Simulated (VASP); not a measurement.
Wanted: the native input for a VASP 6.6.1 run.

| Property | Result |
| --- | --- |
| Task | single point |
| Functional | LDA |
| Potentials or basis | VASP PAW LDA potentials, release 64 (Al, Ga_d, N_h) |
| Cutoff | 1330 eV |
| k mesh | 6 × 6 × 6 |
| Occupations | gaussian, width 0.05 eV |
| Spin | no spin polarisation |
| Dipole correction | no |
| Further INCAR settings | ALGO = Normal; EDIFF = 1e-06; NBANDS = 41 |

The structure of AlGa3N4 lies in POSCAR:

```
AlGa3N4
1.0
    4.3710325032      0.1345780369      0.1345780369
    0.1345780369      4.3710325032      0.1345780369
    0.1345780369      0.1345780369      4.3710325032
Al Ga N
1 3 4
Direct
    0.0000000000      0.0000000000      0.0000000000
    0.5000000000      0.5000000000      0.0000000000
    0.5000000000      0.0000000000      0.5000000000
    0.0000000000      0.5000000000      0.5000000000
    0.7548078379      0.7548078379      0.2451921621
    0.7548078379      0.2451921621      0.7548078379
    0.2451921621      0.7548078379      0.7548078379
    0.2451921621      0.2451921621      0.2451921621
```

The input as run:

INCAR

```
SYSTEM = AlGa3N4
PREC = Accurate
ENCUT = 1330
EDIFF = 1E-6
ISMEAR = 0
SIGMA = 0.05
LREAL = .FALSE.
LASPH = .TRUE.
NELM = 120
ALGO = Normal
ISIF = 2
LWAVE = .FALSE.
LCHARG = .FALSE.
NBANDS = 41
GGA_COMPAT = .FALSE.
```

KPOINTS

```
regular mesh
0
G
  6 6 6
  0 0 0
```

Potentials or basis: VASP PAW LDA potentials, release 64 (Al, Ga_d, N_h).

Command:

```console
$ cat potpaw_LDA.64/Al/POTCAR potpaw_LDA.64/Ga_d/POTCAR potpaw_LDA.64/N_h/POTCAR > POTCAR
$ mpirun -np 1 vasp_std > vasp.out
```

It gave:

```yaml
Pressure: 12.7 GPa
Largest_force: 1.055 eV/Å
Band_gap_on_the_k_mesh: 2.42 eV
```

Caveat: the cell stands under pressure; forces of over 1 eV/Å act on the atoms, so gaps and moduli don't describe the material at rest.

Run time: 5.9 min on 1 thread of Intel(R) Xeon(R) Platinum 8488C (Sapphire Rapids), on a shared host, peak memory 0.55 GiB.
